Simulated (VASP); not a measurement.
Set up this calculation in VASP 6.6.1, as the native input.

| Property | Result |
| --- | --- |
| Task | single point |
| Functional | PBE |
| Potentials or basis | VASP PAW PBE potentials, release 64 (Mo_sv) |
| Cutoff | 520 eV |
| k mesh | 22 × 22 × 22 |
| Occupations | gaussian, width 0.15 eV |
| Spin | no spin polarisation |
| Dipole correction | no |
| Further INCAR settings | ALGO = Fast; EDIFF = 1e-06; NBANDS = 13 |

The structure of Mo lies in POSCAR:

```
Mo
1.0
    0.0000000000      2.3261475816      1.5119959281
    2.3261475816      0.0000000000      1.5119959281
    2.3261475816      2.3261475816      0.0000000000
Mo
1
Direct
    0.0000000000      0.0000000000      0.0000000000
```

This cell differs from its parent crystal: ratio of the length along z to the lengths across it x 0.65, volume and fractional coordinates fixed.

One way to write it, as run:

INCAR

```
SYSTEM = Mo
ALGO = Fast
EDIFF = 1E-6
ENCUT = 520
GGA = PE
ISIF = 2
ISMEAR = 0
LASPH = .TRUE.
LCHARG = .FALSE.
LREAL = .FALSE.
LWAVE = .FALSE.
NBANDS = 13
NELM = 80
PREC = Accurate
SIGMA = 0.15
```

KPOINTS

```
k-points
0
G
  22 22 22
  0 0 0
```

Potentials or basis: VASP PAW PBE potentials, release 64 (Mo_sv).

Launch:

```bash
$ cat potpaw_PBE.64/Mo_sv/POTCAR > POTCAR
$ mpirun -np 1 vasp_std > vasp.out
```

Results of the run:

- Pressure: -7.2 GPa
- Band gap on the k mesh: zero (band 7 reaches 15.53 eV, above the bottom of band 8 at 10.74 eV)

It took 93 s on 1 thread of AMD EPYC 9R45 96-Core Processor (Zen 5), on a shared host, peak memory 0.25 GiB.
